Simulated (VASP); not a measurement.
Set up this calculation in VASP 6.6.1, as the native input.

```
Task                   : relaxation of cell and atoms
Functional             : PBEsol
Potentials or basis    : VASP PAW PBE potentials, release 64 (Mg, O)
Cutoff                 : 600 eV
k mesh                 : 6 × 6 × 4
Occupations            : fermi-dirac, width 0.01 eV
Spin                   : no spin polarisation
Dipole correction      : no
Further INCAR settings : ALGO = Normal; EDIFF = 1e-06; IBRION = 2; EDIFFG = -0.01; NSW = 80; ISIF = 3
```

The structure of MgO lies in POSCAR:

```
MgO
1.0
    3.4863780000      0.0000000000      0.0000000000
   -1.7431890000      3.0192920000      0.0000000000
    0.0000000000      0.0000000000      4.1780410000
Mg O
2 2
Direct
    0.6666666667      0.3333333333      0.7500000000
    0.3333333333      0.6666666667      0.2500000000
    0.6666666667      0.3333333333      0.2500000000
    0.3333333333      0.6666666667      0.7500000000
```

These files were run (other wordings do the same):

INCAR

```
SYSTEM = MgO
  PREC = Accurate
  ENCUT = 600
  EDIFF = 1E-6
  ISMEAR = -1
  SIGMA = 0.01
  LREAL = .FALSE.
  LASPH = .TRUE.
  NELM = 60
  ALGO = Normal
  ISIF = 3
  LWAVE = .FALSE.
  LCHARG = .FALSE.
  GGA = PS
  IBRION = 2
  NSW = 80
  EDIFFG = -0.01
```

KPOINTS

```
Automatic mesh
0
G
  6 6 4
  0 0 0
```

Potentials or basis: VASP PAW PBE potentials, release 64 (Mg, O).

Command:

```console
$ cat potpaw_PBE.64/Mg/POTCAR potpaw_PBE.64/O/POTCAR > POTCAR
$ mpirun -np 1 vasp_std > vasp.out
```

It gave:

```yaml
Relaxed_volume: 11.04 Å³/atom
Relaxed_cell: a = 3.491 Å, b = 3.491 Å, c = 4.186 Å, α = 90.00°, β = 90.00°, γ = 120.00°
Space_group_after_relaxing_to_0.1_Å: P6_3/mmc (No. 194)
Energy_gained_by_relaxing: 0.1 meV/atom
Ionic_steps: 3
Pressure_after_relaxing: 0.0 GPa
Band_gap_on_the_k_mesh: 3.29 eV
```

Caveat: the PAW data sets were made with another functional, which shifts forces and pressure a little.

Wall time 47 s on 1 thread of Intel Xeon 8259CL, on a shared host, peak memory 0.18 GiB.
